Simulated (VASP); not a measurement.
# CdS (I-43m) in VASP: settings compared

Aim: see how the results for CdS move with the level of theory and the settings. Levels: PBE, r2SCAN. Tasks: relaxation of cell and atoms, single point.

Everything below comes from runs of VASP 6.6.1. Logs are shortened: lines on timing, memory, paths and dates and some standing lists are left out, and cuts for length are marked.

### 1 The cell of the first run

Symmetry: I-43m, No. 217, cubic system. The conventional cell has a = 7.657 Å, b = 7.657 Å, c = 7.657 Å, α = 90.00°, β = 90.00°, γ = 90.00°. Cd (site symmetry 3m) has 4 S at 2.42 to 2.43 Å within 3.2 Å. Within 3.2 Å of S (site symmetry 3m) lie 4 Cd at 2.42 to 2.43 Å.

The cell was built from a structure type or drawn by symmetry, and may not be a known phase.

### 2 Relaxation of cell and atoms, PBE

INCAR reads:

```
PREC     = Accurate       # precision mode
ENCUT    = 600            # plane-wave cutoff, eV
EDIFF    = 1E-6           # SCF threshold, eV
ISMEAR   = 0              # smearing method
SIGMA    = 0.1            # smearing width, eV
LREAL    = F              # projectors in reciprocal space
LASPH    = T              # aspherical terms in the spheres
NELM     = 80             # most SCF steps
ALGO     = Normal         # electronic algorithm
ISIF     = 3              # what is computed and relaxed
LWAVE    = F              # write WAVECAR
LCHARG   = F              # write CHGCAR
GGA      = PE             # functional
IBRION   = 2              # ionic algorithm
NSW      = 90             # ionic steps
EDIFFG   = -0.04          # ionic threshold
```

KPOINTS reads:

```
Automatic mesh
0
Gamma
  4 4 4
```

POSCAR reads:

```
CdS
1.0
   -3.8285264100      3.8285264100      3.8285264100
    3.8285264100     -3.8285264100      3.8285264100
    3.8285264100      3.8285264100     -3.8285264100
Cd S
4 4
Direct
    0.3171980400      0.3171980400      0.3171980400
    0.0000000000      0.0000000000      0.6828019600
    0.0000000000      0.6828019600      0.0000000000
    0.6828019600      0.0000000000      0.0000000000
    0.6828019600      0.6828019600      0.6828019600
    0.0000000000      0.0000000000      0.3171980400
    0.0000000000      0.3171980400      0.0000000000
    0.3171980400      0.0000000000      0.0000000000
```

Potentials or basis: VASP PAW PBE potentials, release 64 (Cd, S).

Run with:

```bash
$ cat potpaw_PBE.64/Cd/POTCAR potpaw_PBE.64/S/POTCAR > POTCAR
$ mpirun -np 1 vasp_std > vasp.out
```

OUTCAR:

```text
PREC = Accurate
   ENCUT = 600
   EDIFF = 1E-6
   ISMEAR = 0
   LREAL = F
   LASPH = T
   NELM = 80
   ISIF = 3
   GGA = PE
   IBRION = 2
   NSW = 90
   EDIFFG = -0.04

 ion  position               nearest neighbor table
   1  0.317  0.317  0.317-   5 2.42   6 2.43   7 2.43   8 2.43   2 3.43   3 3.43   4 3.43
   2  0.000  0.000  0.683-   6 2.42   5 2.43   7 2.43   8 2.43   3 3.43   4 3.43   1 3.43
   3  0.000  0.683  0.000-   7 2.42   6 2.43   5 2.43   8 2.43   2 3.43   4 3.43   1 3.43
   4  0.683  0.000  0.000-   8 2.42   6 2.43   7 2.43   5 2.43   2 3.43   3 3.43   1 3.43
   5  0.683  0.683  0.683-   1 2.42   2 2.43   3 2.43   4 2.43
   6  0.000  0.000  0.317-   2 2.42   1 2.43   3 2.43   4 2.43
   7  0.000  0.317  0.000-   3 2.42   2 2.43   1 2.43   4 2.43
   8  0.317  0.000  0.000-   4 2.42   2 2.43   3 2.43   1 2.43

  LATTYP: Found a body centered cubic cell.
 ALAT       =     7.6570528200

  Lattice vectors:

 A1 = (  -3.8285264100,   3.8285264100,   3.8285264100)
 A2 = (   3.8285264100,  -3.8285264100,   3.8285264100)
 A3 = (   3.8285264100,   3.8285264100,  -3.8285264100)

Analysis of symmetry for initial positions (statically):
=====================================================================
 Subroutine PRICEL returns:
 Original cell was already a primitive cell.

 Routine SETGRP: Setting up the symmetry group for a
 body centered cubic supercell.

 Subroutine GETGRP returns: Found 24 space group operations
 (whereof 24 operations were pure point group operations)
 out of a pool of 48 trial point group operations.

The static configuration has the point symmetry T_d .

Analysis of symmetry for dynamics (positions and initial velocities):
=====================================================================
 Subroutine PRICEL returns:
 Original cell was already a primitive cell.

 Routine SETGRP: Setting up the symmetry group for a
 body centered cubic supercell.

 Subroutine GETGRP returns: Found 24 space group operations
 (whereof 24 operations were pure point group operations)
 out of a pool of 48 trial point group operations.

The dynamic configuration has the point symmetry T_d .

 Subroutine INISYM returns: Found 24 space group operations
 (whereof 24 operations are pure point group operations),
 and found     1 'primitive' translations

----------------------------------------------------------------------------------------

                                     Primitive cell

  volume of cell :     224.4683

  direct lattice vectors                    reciprocal lattice vectors
    -3.828526410  3.828526410  3.828526410     0.000000000  0.130598551  0.130598551
     3.828526410 -3.828526410  3.828526410     0.130598551  0.000000000  0.130598551
     3.828526410  3.828526410 -3.828526410     0.130598551  0.130598551  0.000000000

  length of vectors
     6.631202260  6.631202260  6.631202260     0.184694241  0.184694241  0.184694241

  position of ions in fractional coordinates (direct lattice)
     0.317198040  0.317198040  0.317198040
     0.000000000  0.000000000  0.682801960
     0.000000000  0.682801960  0.000000000
     0.682801960  0.000000000  0.000000000
     0.682801960  0.682801960  0.682801960
     0.000000000  0.000000000  0.317198040
     0.000000000  0.317198040  0.000000000
     0.317198040  0.000000000  0.000000000

  ion indices of the primitive-cell ions
   primitive index   ion index
                 1           1
                 2           2
                 3           3
                 4           4
                 5           5
                 6           6
                 7           7
                 8           8

----------------------------------------------------------------------------------------

 KPOINTS: Automatic mesh

Automatic generation of k-mesh.
 Grid dimensions read from file:
 generate k-points for:    4    4    4

 Generating k-lattice:

  Cartesian coordinates                     Fractional coordinates (reciprocal lattice)
     0.000000000  0.032649638  0.032649638     0.250000000  0.000000000  0.000000000
     0.032649638  0.000000000  0.032649638     0.000000000  0.250000000  0.000000000
     0.032649638  0.032649638  0.000000000     0.000000000  0.000000000  0.250000000

  Length of vectors
     0.046173560  0.046173560  0.046173560

  Shift w.r.t. Gamma in fractional coordinates (k-lattice)
     0.000000000  0.000000000  0.000000000

 Subroutine IBZKPT returns following result:
 ===========================================

 Found      8 irreducible k-points:

 Following reciprocal coordinates:
            Coordinates               Weight
  0.000000  0.000000  0.000000      1.000000
  0.250000  0.000000  0.000000     12.000000
  0.500000  0.000000  0.000000      6.000000
  0.250000  0.250000  0.000000     24.000000
  0.250000  0.250000  0.250000      2.000000
 -0.250000  0.250000  0.250000      6.000000
  0.500000  0.500000  0.250000     12.000000
  0.500000  0.500000  0.500000      1.000000
   k-points           NKPTS =      8   k-points in BZ     NKDIM =      8   number of bands    NBANDS=     43
   number of dos      NEDOS =    301   number of ions     NIONS =      8
   total plane-waves  NPLWV = 157464
   dimension x,y,z NGX =    54 NGY =   54 NGZ =   54
   dimension x,y,z NGXF=   108 NGYF=  108 NGZF=  108
   ions per type =               4   4
   NGX,Y,Z   is equivalent  to a cutoff of  13.54, 13.54, 13.54 a.u.
   NGXF,Y,Z  is equivalent  to a cutoff of  27.08, 27.08, 27.08 a.u.
 SYSTEM =  unknown system
   PREC   = accura    normal or accurate (medium, high low for compatibility)
   ISTART =      0    job   : 0-new  1-cont  2-samecut
   ICHARG =      2    charge: 1-file 2-atom 10-const
   ISPIN  =      1    spin polarized calculation?
   LNONCOLLINEAR =      F non collinear calculations
   LSORBIT =      F    spin-orbit coupling
   LASPH  =      T    aspherical Exc in radial PAW
   ENCUT  =  600.0 eV  44.10 Ry    6.64 a.u.  13.24 13.24 13.24*2*pi/ulx,y,z
   NELM   =     80;   NELMIN=  2; NELMDL= -5     # of ELM steps
   EDIFF  = 0.1E-05   stopping-criterion for ELM
   LREAL  =      F    real-space projection
   EDIFFG = -.4E-01   stopping-criterion for IOM
   NSW    =     90    number of steps for IOM
   IBRION =      2    ionic relax: 0-MD 1-quasi-New 2-CG
   NFREE  =      1    steps in history (QN), initial steepest desc. (CG)
   ISIF   =      3    stress and relaxation
   ISYM   =      2    0-nonsym 1-usesym 2-fastsym
   POTIM  = 0.5000    time-step for ionic-motion
   TEBEG  =    0.0;   TEEND  =   0.0 temperature during run
   PSTRESS=    0.0 pullay stress
   NELECT =      72.0000    total number of electrons
   NUPDOWN=      -1.0000    fix difference up-down
   EMIN   =  10.00;   EMAX   =-10.00  energy-range for DOS
   EFERMI =   0.00;   METHOD = LEGACY
   ISMEAR =     0;   SIGMA  =   0.10  broadening in eV -4-tet -1-fermi 0-gaus
   EFERMI_NEDOS =   21; number of points for ismear=-14 and -15
   IALGO  =     38    algorithm
   IMIX   =      4    mixing-type and parameters
     AMIX     =   0.40;   BMIX     =  1.00
     AMIX_MAG =   1.60;   BMIX_MAG =  1.00
  volume/ion in A,a.u.               =      28.06       189.35
  Fermi-wavevector in a.u.,A,eV,Ry     =   1.120643  2.117709 17.086756  1.255841
  Thomas-Fermi vector in A             =   2.257291
   LORBIT       =      0    0 simple, 1 ext, 2 COOP (PROOUT), +10 PAW based schemes
   GGA     = PE    functional components
   LHFCALC =     F    Hartree Fock is set to
   AEXX    =    0.0000 exact exchange contribution
   IVDW    =     0    specifies the selected vdW correction
   LEPSILON=     F    determine dielectric tensor
   LRPA    =     F    only Hartree local field effects (RPA)
 conjugate gradient relaxation of ions
 non-spin polarized calculation
 Gauss-broadening in eV      SIGMA  =   0.10
  energy-cutoff  :      600.00
  volume of cell :      224.47
 maximum number of plane-waves:      7520
 NGX is ok and might be reduce to    54
   NGX = 27   NGY = 27   NGZ = 27

--------------------------------------- Ionic step        1  -------------------------------------------

 number of electron      72.0000009 magnetization

 Free energy of the ion-electron system (eV)
  ---------------------------------------------------
  ext. energy  EPLUGINS =         0.00000000
  ---------------------------------------------------
  free energy    TOTEN  =       -22.07508320 eV

  energy without entropy =      -22.07508320  energy(sigma->0) =      -22.07508320

 E-fermi :   1.0053     XC(G=0):  -8.1675

 val. band max:        0.5628209118   @ k =   0.0000   0.0000   0.0000
 cond. band min:       2.3946930711   @ k =   0.0000   0.0000   0.0000
 fundamental gap:      1.8318721593
 Fermi energy:         1.0053387014

 k-point     1 :       0.0000    0.0000    0.0000
  band No.  band energies     occupation
      1     -12.5049      2.00000
      2     -11.5862      2.00000
      3     -11.5862      2.00000
      4     -11.5862      2.00000
      5      -7.4771      2.00000
      6      -7.4771      2.00000
[... 631 lines left out ...]
 POSITION                                       TOTAL-FORCE (eV/Angst)
 -----------------------------------------------------------------------------------
      1.30962      1.30962      1.30962        -0.024278     -0.024278     -0.024278
      2.74245      2.74245     -2.74245         0.024278      0.024278     -0.024278
      2.74245     -2.74245      2.74245         0.024278     -0.024278      0.024278
     -2.74245      2.74245      2.74245        -0.024278      0.024278      0.024278
      2.73549      2.73549      2.73549        -0.009147     -0.009147     -0.009147
      1.31658      1.31658     -1.31658         0.009147      0.009147     -0.009147
     -2.73549      2.73549      5.36864         0.009147     -0.009147      0.009147
     -1.31658      1.31658      1.31658        -0.009147      0.009147      0.009147
 -----------------------------------------------------------------------------------
    total drift:                               -0.000001     -0.000001     -0.000001

  FREE ENERGIE OF THE ION-ELECTRON SYSTEM (eV)
  ---------------------------------------------------
  free  energy   TOTEN  =       -23.6680444641 eV

  energy  without entropy=      -23.6680444641  energy(sigma->0) =      -23.66804446

--------------------------------------- Ionic step        8  -------------------------------------------

 number of electron      72.0000020 magnetization

 Free energy of the ion-electron system (eV)
  ---------------------------------------------------
  ext. energy  EPLUGINS =         0.00000000
  ---------------------------------------------------
  free energy    TOTEN  =       -23.66844119 eV

  energy without entropy =      -23.66844119  energy(sigma->0) =      -23.66844119

 E-fermi :  -0.1951     XC(G=0):  -7.5080

 val. band max:       -0.6874908992   @ k =   0.5000   0.5000   0.5000
 cond. band min:       0.7848397242   @ k =   0.0000   0.0000   0.0000
 fundamental gap:      1.4723306234
 Fermi energy:        -0.1951287788

 k-point     1 :       0.0000    0.0000    0.0000
  band No.  band energies     occupation
      1     -12.5470      2.00000
      2     -11.9472      2.00000
      3     -11.9472      2.00000
      4     -11.9472      2.00000
      5      -8.1298      2.00000
      6      -8.1298      2.00000
[... 370 lines left out ...]
 VOLUME and BASIS-vectors are now :
 -----------------------------------------------------------------------------
  energy-cutoff  :      600.00
  volume of cell :      265.73
      direct lattice vectors                 reciprocal lattice vectors
    -4.050073447  4.050073447  4.050073447     0.000000000  0.123454551  0.123454551
     4.050073447 -4.050073447  4.050073447     0.123454551  0.000000000  0.123454551
     4.050073447  4.050073447 -4.050073447     0.123454551  0.123454551  0.000000000

 POSITION                                       TOTAL-FORCE (eV/Angst)
 -----------------------------------------------------------------------------------
      1.30775      1.30775      1.30775        -0.013673     -0.013673     -0.013673
      2.74233      2.74233     -2.74233         0.013673      0.013673     -0.013673
      2.74233     -2.74233      2.74233         0.013673     -0.013673      0.013673
     -2.74233      2.74233      2.74233        -0.013673      0.013673      0.013673
      2.73387      2.73387      2.73387        -0.017518     -0.017518     -0.017518
      1.31620      1.31620     -1.31620         0.017518      0.017518     -0.017518
      1.31620     -1.31620      1.31620         0.017518     -0.017518      0.017518
     -1.31620      1.31620      1.31620        -0.017518      0.017518      0.017518
 -----------------------------------------------------------------------------------
    total drift:                               -0.000001     -0.000001     -0.000000

  FREE ENERGIE OF THE ION-ELECTRON SYSTEM (eV)
  ---------------------------------------------------
  free  energy   TOTEN  =       -23.6684411880 eV

  energy  without entropy=      -23.6684411880  energy(sigma->0) =      -23.66844119

 reached required accuracy - stopping structural energy minimisation
```

Wall time 5 min (1 thread of Intel Xeon 6975P-C (Granite Rapids), shared host); peak memory 0.45 GiB.

Results:

* Free energy: -23.6684 eV
* Relaxed volume: 33.22 Å³/atom
* Relaxed cell: a = 7.015 Å, b = 7.015 Å, c = 7.015 Å, α = 109.47°, β = 109.47°, γ = 109.47°
* Space group after relaxing (to 0.1 Å): I-43m (No. 217)
* Energy gained by relaxing: 199.2 meV/atom
* Ionic steps: 8
* Pressure after relaxing: 0.0 GPa
* Largest force after relaxing: 0.030 eV/Å
* Band gap on the k mesh: 1.47 eV (least direct gap 1.50 eV)

Forces on the atoms (eV/Å):
```
Cd  -0.014 -0.014 -0.014
Cd   0.014  0.014 -0.014
Cd   0.014 -0.014  0.014
Cd  -0.014  0.014  0.014
S   -0.018 -0.018 -0.018
S    0.018  0.018 -0.018
S    0.018 -0.018  0.018
S   -0.018  0.018  0.018
```

The path:
| step | energy change (eV) | largest force (eV/Å) | pressure (GPa) | volume (Å³) |
| --- | --- | --- | --- | --- |
| 1 | 0.0000 | 2.2790 | 11.70 | 224.47 |
| 2 | -0.9070 | 1.1427 | -3.53 | 297.84 |
| 3 | -1.5731 | 0.2961 | 0.37 | 262.83 |
| 4 | -1.5734 | 0.2674 | 0.51 | 262.03 |
| 5 | -1.5928 | 0.0636 | -0.02 | 265.69 |
| 6 | -1.5930 | 0.0460 | -0.05 | 266.05 |
| 7 | -1.5930 | 0.0421 | -0.06 | 266.13 |
| 8 | -1.5934 | 0.0303 | 0.00 | 265.73 |

Final structure:
```
Cd S
1.0
    -4.05007    4.05007    4.05007
     4.05007   -4.05007    4.05007
     4.05007    4.05007   -4.05007
Cd S
4 4
Direct
  0.32289 0.32289 0.32289
  0.00000 0.00000 0.67711
  0.00000 0.67711 0.00000
  0.67711 0.00000 0.00000
  0.67502 0.67502 0.67502
  0.00000 0.00000 0.32498
  0.00000 0.32498 0.00000
  0.32498 0.00000 0.00000
```

Caveat: the volume moved by over 15 % at a fixed basis, so the end points are rough. A k mesh can miss the band edges.

[end of part 1 of 2]
